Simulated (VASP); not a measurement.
A run of VASP 6.6.1 is set up as follows.

INCAR

```
ALGO = Normal
EDIFF = 1E-6
ENCUT = 520
GGA = PE
ISIF = 2
ISMEAR = -1
LASPH = True
LCHARG = False
LREAL = False
LWAVE = False
NBANDS = 12
NELM = 100
PREC = Accurate
SIGMA = 0.05
```

File KPOINTS:

```
k-points
0
Gamma
  17 17 10
```

POSCAR

```
P
1.0
    2.1718779420      0.0000000000      0.0000000000
   -1.0859389710      1.8809014717      0.0000000000
    0.0000000000      0.0000000000      3.5548886128
P
2
Direct
    0.3333333333      0.6666666667      0.2500000000
    0.6666666667      0.3333333333      0.7500000000
```

Potentials or basis: VASP PAW PBE potentials, release 64 (P).

Launch:

```sh
$ cat potpaw_PBE.64/P/POTCAR > POTCAR
$ mpirun -np 1 vasp_std > vasp.out
```

Q: What does it give for the band gap on the k mesh?

A: Zero (bands 5 and 6 overlap by 19.77 eV).

Q: Predict the pressure.

A: 236.7 GPa.

Caveat: the cell stands under pressure.
